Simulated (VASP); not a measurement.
Write the native input for VASP 6.6.1 that does the following.

```yaml
Task: single point
Functional: PBE
Potentials_or_basis: VASP PAW PBE potentials, release 64 (Pt, Se)
Cutoff: 520 eV
k_mesh: 9 × 9 × 6
Occupations: fermi-dirac, width 0.2 eV
Spin: no spin polarisation
Dipole_correction: no
Further_INCAR_settings: ALGO = Normal; EDIFF = 1e-07; NBANDS = 18
```

The structure of PtSe2 (Sudovikovite) lies in POSCAR:

```
PtSe2
1.0
    3.7240000000      0.0000000000      0.0000000000
   -1.8620000000      3.2250786000      0.0000000000
    0.0000000000      0.0000000000      5.0620000000
Pt Se
1 2
Direct
    0.0000000000      0.0000000000      0.0000000000
    0.3333333333      0.6666666667      0.2500000000
    0.6666666667      0.3333333333      0.7500000000
```

These files were run (other wordings do the same):

INCAR

```
PREC = Accurate
ENCUT = 520
EDIFF = 1E-7
ISMEAR = -1
SIGMA = 0.2
LREAL = F
LASPH = T
NELM = 80
ALGO = Normal
ISIF = 2
LWAVE = F
LCHARG = T
GGA = PE
LELF = T
LVHAR = T
NBANDS = 18
```

KPOINTS

```
Automatic mesh
0
Gamma
  9 9 6
```

Potentials or basis: VASP PAW PBE potentials, release 64 (Pt, Se).

Launch:

```sh
$ cat potpaw_PBE.64/Pt/POTCAR potpaw_PBE.64/Se/POTCAR > POTCAR
$ mpirun -np 1 vasp_std > vasp.out
```

It gave:

The pressure is 7.4 GPa. The largest force is 0.612 eV/Å and the band gap on the k mesh is zero (band 11 reaches 6.93 eV, above the bottom of band 12 at 6.56 eV).

Caveat: spin-orbit coupling is left out, which moves the levels of the heavy elements.

Run time: 55 s on 1 thread of AMD EPYC 7R13 Processor (Zen 3), on a shared host, peak memory 0.19 GiB.
